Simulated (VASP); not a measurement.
AlN: electric field gradients with PBEsol

Crystal: AlN.

```xyz
4
Lattice="3.1110 0.0000 0.0000 -1.5555 2.6942 0.0000 0.0000 0.0000 4.9282" Properties=species:S:1:pos:R:3 pbc="T T T"
Al    0.0000    1.7961    0.0000
Al    1.5555    0.8981    2.4641
N     0.0000    1.7961    1.8974
N     1.5555    0.8981    4.3615
```

This cell differs from its parent crystal: zz strain of -1 %.

- Program: VASP 6.6.1
- Task: electric field gradients
- Functional: PBEsol
- Potentials or basis: VASP PAW PBE potentials, release 64 (Al, N)
- Cutoff: 520 eV
- k mesh: 10 × 10 × 6
- Occupations: fermi-dirac, width 0.03 eV
- Spin: no spin polarisation
- Dipole correction: no
- Further INCAR settings: ALGO = Normal; EDIFF = 1e-08; NBANDS = 16

```
Pressure               : 2.5 GPa
Largest force          : 0.053 eV/Å
Band gap on the k mesh : 4.15 eV, direct
```

Forces in eV/Å, atoms in the order of the input:
```
Al   0.000  0.000  0.053
Al   0.000  0.000  0.053
N    0.000  0.000 -0.053
N    0.000  0.000 -0.053
```

Stress tensor (GPa, compression positive):
```
1.91 0.00 0.00
0.00 1.91 0.00
0.00 0.00 3.69
```

Levels at points of the mesh, in eV from the valence-band top:
```tsv
k point	band 6	band 7	band 8	band 9	band 10	band 11
(0.00, 0.00, 0.00)	-0.34	-0.34	0.00	4.15	6.49	10.60
(0.50, 0.00, 0.00)	-2.27	-1.88	-0.80	5.58	5.71	8.09
(0.00, 0.00, 0.50)	-0.69	-0.69	-0.69	6.37	6.37	10.27
(0.50, 0.00, 0.50)	-1.62	-1.42	-1.42	5.17	5.17	9.11
```

Electric field gradients, principal values (V/Å²):
```csv
atom,least,middle,greatest (by size)
1 Al,-3.126,-3.126,6.252
2 Al,-3.126,-3.126,6.252
3 N,0.611,0.611,-1.221
4 N,0.611,0.611,-1.221
```

Run time: 29 s on 1 thread of Intel(R) Xeon(R) 6975P-C (Granite Rapids), on a shared host, peak memory 0.16 GiB.

Caveat: the cell differs from its parent crystal (zz strain of -1 %); without QUAD_EFG the Cq values of the log hold for a quadrupole moment of 1 mb, not for the nuclei; the PAW data sets were made with another functional, which shifts forces and pressure a little. A k mesh can miss the band edges.
